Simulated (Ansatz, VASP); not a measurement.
**Lu in VASP and in Ansatz**

Contents of INCAR:

```
ALGO     = Normal         # electronic algorithm
EDIFF    = 1E-6           # SCF threshold, eV
ENCUT    = 520            # plane-wave cutoff, eV
GGA      = RE             # functional
ISIF     = 2              # what is computed and relaxed
ISMEAR   = -1             # smearing method
LASPH    = T              # aspherical terms in the spheres
LCHARG   = T              # write CHGCAR
LELF     = T              # ELF
LREAL    = F              # projectors in reciprocal space
LVHAR    = T            
LWAVE    = F              # write WAVECAR
NBANDS   = 58             # bands
NELM     = 100            # most SCF steps
PREC     = Accurate       # precision mode
SIGMA    = 0.1            # smearing width, eV
```

The input KPOINTS:

```
k-points
0
Gamma
  12 12 4
```

Contents of POSCAR:

```
Lu
1.0
    3.6511050253      0.0000000000      0.0000000000
   -1.8255525127      3.1619497038      0.0000000000
    0.0000000000      0.0000000000     11.7049441616
Lu
4
Direct
    0.0000000000      0.0000000000      1.0000000000
    0.0000000000      0.0000000000      0.5000000000
    0.3333333333      0.6666666667      0.2500000000
    0.6666666667      0.3333333333      0.7500000000
```

Input for Ansatz:

```yaml
crystal:
  lattice:
    - [3.6511050253, 0.0, 0.0]
    - [-1.8255525127, 3.1619497038, 0.0]
    - [0.0, 0.0, 11.7049441616]
  atoms:
    - { symbol: Lu, position: [0.0, 0.0, 1.0] }
    - { symbol: Lu, position: [0.0, 0.0, 0.5] }
    - { symbol: Lu, position: [0.3333333333, 0.6666666667, 0.25] }
    - { symbol: Lu, position: [0.6666666667, 0.3333333333, 0.75] }
hamiltonian:
  xc: revpbe
  pseudopotentials:
    kind: paw
    azcp:
      Lu: "pseudopotentials/Lu.paw.azcp"
basis:
  ecutwfc: 420
  fft_grid_basis: typed
kpoints:
  mp_grid: { grid: [12, 12, 4], shift: [0, 0, 0] }
magnetization:
  spin_polarized: false
scf:
  occupations: { method: fermi_dirac, width: 0.1 }
  lower_state_search: "off"
output:
  stress: true
  write_density: true
  write_potential: true
  elf: true
  volumetric_format: npy
```

Alike in both runs: task single point; functional revPBE; k mesh 12 × 12 × 4; occupations fermi-dirac, width 0.1 eV; no spin polarisation.

|  | VASP | Ansatz |
| --- | --- | --- |
| version | VASP 6.6.1 | Ansatz 0.2.0 |
| potentials or method | VASP PAW PBE potentials, release 64 (Lu), cutoff 520 eV | plane waves (420 eV) with PAW, scalar-relativistic |
| valence electrons in the cell | 100 | 100 |

|  | VASP | Ansatz | Ansatz less VASP |
| --- | --- | --- | --- |
| pressure (GPa) | -3.8 | -3.9 | -0.03 |

VASP's potentials were made for PBE, not for revPBE.

Neither program's run includes spin-orbit coupling.
